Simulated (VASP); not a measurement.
Input of a VASP 6.6.1 run:

Contents of INCAR:

```
ALGO = Normal ; EDIFF = 1E-8
ENCUT = 650 ; GGA = PS
GGA_COMPAT = F ; ISIF = 2
ISMEAR = -1 ; LASPH = T
LCHARG = F ; LEFG = T
LREAL = F ; LWAVE = F
NBANDS = 8 ; NELM = 120
PREC = Accurate ; SIGMA = 0.08
```

File KPOINTS:

```
k-points
0
Gamma
  13 13 13
```

POSCAR

```
Li
1.0
    0.0000000000      2.1799800000      2.2020000000
    2.1799800000      0.0000000000      2.2020000000
    2.1799800000      2.1799800000      0.0000000000
Li
1
Direct
    0.0000000000      0.0000000000      0.0000000000
```

Potentials or basis: VASP PAW PBE potentials, release 64 (Li_sv).

The run is started by

```console
$ cat potpaw_PBE.64/Li_sv/POTCAR > POTCAR
$ mpirun -np 1 vasp_std > vasp.out
```

What does it give for the pressure?

-0.6 GPa.

Caveat: the cell differs from its parent crystal (equal xx and yy strain of -1 %); without QUAD_EFG the Cq values of the log hold for a quadrupole moment of 1 mb, not for the nuclei; the PAW data sets were made with another functional, which shifts forces and pressure a little.
